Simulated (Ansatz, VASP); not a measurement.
One calculation of AgPdCl3, two programs

```
Ag Pd Cl
1.0
     5.00042    0.00000    0.00000
     0.00000    5.00042    0.00000
     0.00000    0.00000    5.00042
Ag Pd Cl
1 1 3
Direct
  0.50000 0.50000 0.50000
  0.00000 0.00000 0.00000
  0.00000 0.50000 0.50000
  0.50000 0.00000 0.50000
  0.50000 0.50000 0.00000
```

Alike in both runs: functional PBE; k mesh 8 × 8 × 8; occupations gaussian, width 0.1 eV; collinear spin.

Ansatz relaxed the structure, and its values are those at the end. VASP's run is a single point on that final structure, the one shown.

```csv
,VASP,Ansatz
version,VASP 6.6.1,Ansatz 0.2.0
potentials or method,"VASP PAW PBE potentials, release 64 (Ag, Pd, Cl), cutoff 520 eV","scalar-relativistic, plane waves, PAW"
valence electrons in the cell,42,58
```

|  | VASP | Ansatz | Ansatz less VASP |
| --- | --- | --- | --- |
| gap on the k mesh at the Fermi level (eV) | none | none | - |
| pressure (GPa) | -0.2 | 0.0 | +0.12 |
| net moment per atom (μB) | 0.19 | 0.19 | -0.001 |
| size of the moment on the site where the two differ most (μB) | 0.79 | 0.80 | +0.010 |

Site moments also hang on the region over which each program counts them. A gap of «none» marks a metal or a gap that the smearing closes. VASP's potentials hold 42 valence electrons a cell and Ansatz's 58, so a difference there can come from the potentials and not from the codes.
